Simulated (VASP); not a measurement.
# Rh (P6_3/mmc) in VASP: a series of runs

The runs below take Rh through single point, with PBE.

Program: VASP 6.6.1. These are calculated values, not measurements. Logs are shortened: lines on timing, memory, paths and dates and some standing lists are left out, and cuts for length are marked.

## Step 1: The cell of the first run

Symmetry: P6_3/mmc, No. 194, hexagonal system. Conventional cell: a = 2.879 Å, b = 2.879 Å, c = 4.634 Å, α = 90.00°, β = 90.00°, γ = 120.00°. Rh (site symmetry -6m2) has 12 Rh at 2.85 to 2.88 Å within 3.8 Å.

This isn't the form of Rh at room conditions, which is fcc.

## Step 2: Single point, PBE (16.64 Å³/atom)

Contents of INCAR:

```
ALGO     = Normal         # electronic algorithm
EDIFF    = 1E-6           # SCF threshold, eV
ENCUT    = 500            # plane-wave cutoff, eV
GGA      = PE             # functional
GGA_COMPAT= F            
ISIF     = 2              # what is computed and relaxed
ISMEAR   = 0              # smearing method
LASPH    = T              # aspherical terms in the spheres
LCHARG   = F              # write CHGCAR
LREAL    = F              # projectors in reciprocal space
LWAVE    = F              # write WAVECAR
NBANDS   = 22             # bands
NELM     = 120            # most SCF steps
PREC     = Accurate       # precision mode
SIGMA    = 0.15           # smearing width, eV
```

Contents of KPOINTS:

```
k-points
0
Gamma
  21 21 12
```

Contents of POSCAR:

```
Rh
1.0
    2.8794130266      0.0000000000      0.0000000000
   -1.4397065133      2.4936448290      0.0000000000
    0.0000000000      0.0000000000      4.6338326521
Rh
2
Direct
    0.6666666667      0.3333333333      0.7500000000
    0.3333333333      0.6666666667      0.2500000000
```

Potentials or basis: VASP PAW PBE potentials, release 64 (Rh_pv).

Launch:

```console
$ cat potpaw_PBE.64/Rh_pv/POTCAR > POTCAR
$ mpirun -np 1 vasp_std > vasp.out
```

OUTCAR:

```text
EDIFF = 1E-6
   ENCUT = 500
   GGA = PE
   ISIF = 2
   ISMEAR = 0
   LASPH = T
   LREAL = F
   NELM = 120
   PREC = Accurate

 ion  position               nearest neighbor table
   1  0.667  0.333  0.750-   2 2.85   2 2.85   2 2.85   2 2.85   2 2.85   2 2.85
   2  0.333  0.667  0.250-   1 2.85   1 2.85   1 2.85   1 2.85   1 2.85   1 2.85

  LATTYP: Found a hexagonal cell.
 ALAT       =     2.8794130266
 C/A-ratio  =     1.6092976622

  Lattice vectors:

 A1 = (   2.8794130266,   0.0000000000,   0.0000000000)
 A2 = (  -1.4397065133,   2.4936448290,   0.0000000000)
 A3 = (   0.0000000000,   0.0000000000,   4.6338326521)

Analysis of symmetry for initial positions (statically):
=====================================================================
 Subroutine PRICEL returns:
 Original cell was already a primitive cell.

 Routine SETGRP: Setting up the symmetry group for a
 hexagonal supercell.

 Subroutine GETGRP returns: Found 24 space group operations
 (whereof 12 operations were pure point group operations)
 out of a pool of 24 trial point group operations.

The static configuration has the point symmetry D_3d.
 The point group associated with its full space group is D_6h.

Analysis of symmetry for dynamics (positions and initial velocities):
=====================================================================
 Subroutine PRICEL returns:
 Original cell was already a primitive cell.

 Routine SETGRP: Setting up the symmetry group for a
 hexagonal supercell.

 Subroutine GETGRP returns: Found 24 space group operations
 (whereof 12 operations were pure point group operations)
 out of a pool of 24 trial point group operations.

The dynamic configuration has the point symmetry D_3d.
 The point group associated with its full space group is D_6h.

 Subroutine INISYM returns: Found 24 space group operations
 (whereof 12 operations are pure point group operations),
 and found     1 'primitive' translations

----------------------------------------------------------------------------------------

                                     Primitive cell

[... 75 lines left out ...]
   dimension x,y,z NGX =    24 NGY =   24 NGZ =   36
   dimension x,y,z NGXF=    48 NGYF=   48 NGZF=   72
   ions per type =               2
   NGX,Y,Z   is equivalent  to a cutoff of  13.86, 13.86, 12.92 a.u.
   NGXF,Y,Z  is equivalent  to a cutoff of  27.71, 27.71, 25.83 a.u.
 SYSTEM =  unknown system
   PREC   = accura    normal or accurate (medium, high low for compatibility)
   ISTART =      0    job   : 0-new  1-cont  2-samecut
   ICHARG =      2    charge: 1-file 2-atom 10-const
   ISPIN  =      1    spin polarized calculation?
   LNONCOLLINEAR =      F non collinear calculations
   LSORBIT =      F    spin-orbit coupling
   LASPH  =      T    aspherical Exc in radial PAW
   ENCUT  =  500.0 eV  36.75 Ry    6.06 a.u.   5.25  5.25  8.45*2*pi/ulx,y,z
   NELM   =    120;   NELMIN=  2; NELMDL= -5     # of ELM steps
   EDIFF  = 0.1E-05   stopping-criterion for ELM
   LREAL  =      F    real-space projection
   EDIFFG = 0.1E-04   stopping-criterion for IOM
   NSW    =      0    number of steps for IOM
   IBRION =     -1    ionic relax: 0-MD 1-quasi-New 2-CG
   NFREE  =      0    steps in history (QN), initial steepest desc. (CG)
   ISIF   =      2    stress and relaxation
   ISYM   =      2    0-nonsym 1-usesym 2-fastsym
   POTIM  = 0.5000    time-step for ionic-motion
   TEBEG  =    0.0;   TEEND  =   0.0 temperature during run
   PSTRESS=    0.0 pullay stress
   NELECT =      30.0000    total number of electrons
   NUPDOWN=      -1.0000    fix difference up-down
   EMIN   =  10.00;   EMAX   =-10.00  energy-range for DOS
   EFERMI =   0.00;   METHOD = LEGACY
   ISMEAR =     0;   SIGMA  =   0.15  broadening in eV -4-tet -1-fermi 0-gaus
   EFERMI_NEDOS =   21; number of points for ismear=-14 and -15
   IALGO  =     38    algorithm
   IMIX   =      4    mixing-type and parameters
     AMIX     =   0.40;   BMIX     =  1.00
     AMIX_MAG =   1.60;   BMIX_MAG =  1.00
  volume/ion in A,a.u.               =      16.64       112.27
  Fermi-wavevector in a.u.,A,eV,Ry     =   1.581572  2.988738 34.033202  2.501370
  Thomas-Fermi vector in A             =   2.681627
   LORBIT       =      0    0 simple, 1 ext, 2 COOP (PROOUT), +10 PAW based schemes
   GGA     = PE    functional components
   LHFCALC =     F    Hartree Fock is set to
   AEXX    =    0.0000 exact exchange contribution
   IVDW    =     0    specifies the selected vdW correction
   LEPSILON=     F    determine dielectric tensor
   LRPA    =     F    only Hartree local field effects (RPA)
 non-spin polarized calculation
 Gauss-broadening in eV      SIGMA  =   0.15
  energy-cutoff  :      500.00
  volume of cell :       33.27
 maximum number of plane-waves:       860
 NGX is ok and might be reduce to    24
   NGX = 11   NGY = 11   NGZ = 17

 number of electron      30.0000015 magnetization

 Free energy of the ion-electron system (eV)
  ---------------------------------------------------
  ext. energy  EPLUGINS =         0.00000000
  ---------------------------------------------------
  free energy    TOTEN  =       -13.95437247 eV

  energy without entropy =      -13.90281200  energy(sigma->0) =      -13.92859224

 E-fermi :   8.7998     XC(G=0): -12.8341

 val. band max:        8.7990879658   @ k =   0.4286   0.0476   0.4167
 cond. band min:       8.8052180529   @ k =   0.3333   0.2857   0.3333
 fundamental gap:      0.0061300871
 Fermi energy:         8.7997705243

 k-point     1 :       0.0000    0.0000    0.0000
  band No.  band energies     occupation
      1     -37.7029      2.00000
      2     -37.3576      2.00000
      3     -37.3576      2.00000
      4     -37.3170      2.00000
      5     -37.2994      2.00000
      6     -37.2994      2.00000
[... 589 lines left out ...]
     21      22.6400      0.00000
     22      25.5693      0.00000

 [... further k-points ...]
[... 5 lines left out ...]
  --------------------------------------------------------------------------------------
  -------------------------------------------------------------------------------------
  Total       -5.5768971     -5.5768971     -5.7103905      0.0000000      0.0000000      0.0000000
  in kB     -268.5494725   -268.5494724   -274.9777057      0.0000000      0.0000000      0.0000000
  external PRESSURE =    -270.6922169 kB  Pullay stress =       0.0000000 kB

 VOLUME and BASIS-vectors are now :
 -----------------------------------------------------------------------------
  energy-cutoff  :      500.00
  volume of cell :       33.27
      direct lattice vectors                 reciprocal lattice vectors
     2.879413027  0.000000000  0.000000000     0.347293004  0.200509709  0.000000000
    -1.439706513  2.493644829  0.000000000     0.000000000  0.401019419  0.000000000
     0.000000000  0.000000000  4.633832652     0.000000000  0.000000000  0.215804082

 POSITION                                       TOTAL-FORCE (eV/Angst)
 -----------------------------------------------------------------------------------
      1.43971      0.83121      3.47537         0.000000      0.000000      0.000000
     -0.00000      1.66243      1.15846        -0.000000      0.000000      0.000000
 -----------------------------------------------------------------------------------
    total drift:                                0.000000     -0.000000      0.000000

  FREE ENERGIE OF THE ION-ELECTRON SYSTEM (eV)
  ---------------------------------------------------
  free  energy   TOTEN  =       -13.9543724738 eV

  energy  without entropy=      -13.9028120019  energy(sigma->0) =      -13.92859224
```

OSZICAR:

```text
N       E                     dE             d eps       ncg     rms          rms(c)
DAV:   1     0.314509882438E+03    0.31451E+03   -0.18708E+04 14808   0.149E+03
DAV:   2    -0.823819210968E+01   -0.32275E+03   -0.31173E+03 15480   0.452E+02
DAV:   3    -0.148711326937E+02   -0.66329E+01   -0.65842E+01 17172   0.732E+01
DAV:   4    -0.149163671739E+02   -0.45234E-01   -0.45230E-01 16726   0.612E+00
DAV:   5    -0.149170901224E+02   -0.72295E-03   -0.72294E-03 17274   0.804E-01    0.922E+00
DAV:   6    -0.139682120573E+02    0.94888E+00   -0.27329E+00 16182   0.167E+01    0.279E+00
DAV:   7    -0.139584363800E+02    0.97757E-02   -0.16663E-02 16434   0.118E+00    0.160E+00
DAV:   8    -0.139543850548E+02    0.40513E-02   -0.42445E-03 16446   0.752E-01    0.616E-02
DAV:   9    -0.139543654185E+02    0.19636E-04   -0.88107E-05 17324   0.917E-02    0.190E-02
DAV:  10    -0.139543733520E+02   -0.79336E-05   -0.94928E-06 16536   0.284E-02    0.425E-03
DAV:  11    -0.139543724738E+02    0.87823E-06   -0.23908E-07  9756   0.461E-03
   1 F= -.13954372E+02 E0= -.13928592E+02  d E =-.515605E-01
```

Run time: 4.4 min. Hardware: 1 thread of Oxide Virtual Turin-like, shared host; peak memory 0.26 GiB.

Results:

* Free energy: -13.9544 eV
* Pressure: -27.1 GPa
* Band gap on the k mesh: zero (bands 15 and 16 overlap by 1.72 eV)

Caveat: the cell stands under tension.

## Step 3: Single point, PBE, collinear spin, ferromagnetic start (16.64 Å³/atom)

Contents of INCAR:

```
SYSTEM = Rh
PREC = Accurate ; ENCUT = 500
EDIFF = 1E-6 ; ISMEAR = 0
SIGMA = 0.15 ; LREAL = .FALSE.
LASPH = .TRUE. ; NELM = 200
ALGO = Normal ; ISIF = 2
LWAVE = .FALSE. ; LCHARG = .TRUE.
ISPIN = 2 ; MAGMOM = 0.75 0.75
LORBIT = 11 ; NUPDOWN = 1.5
LMAXMIX = 4 ; GGA = PE
LELF = .TRUE. ; LVHAR = .TRUE.
NBANDS = 26 ; GGA_COMPAT = .FALSE.
```

Contents of KPOINTS:

```
Automatic mesh
0
G
  21 21 12
  0 0 0
```

POSCAR is that of step 2.

Potentials or basis: VASP PAW PBE potentials, release 64 (Rh_pv).

Launch:

```console
$ cat potpaw_PBE.64/Rh_pv/POTCAR > POTCAR
$ mpirun -np 1 vasp_std > vasp.out
```

Wall time 13 min (1 thread of Oxide Virtual Turin-like, shared host); peak memory 0.42 GiB.

It converged, with:

| Item | Value |
| --- | --- |
| Free energy | -13.9254 eV |
| Pressure | -24.9 GPa |
| Net moment | 1.50 μB per cell |
| Site moments | Rh +0.76 μB |
| Valence electrons inside the program's atomic spheres | Rh 13.52 |

Stress tensor (GPa, compression positive):
```
-24.65   0.00   0.00
  0.00 -24.65   0.00
  0.00   0.00 -25.53
```

Caveat: the cell stands under tension; the total moment is fixed, so each spin has its own Fermi level and the state may be an excited one.

(Part 1 of 2 ends here.)
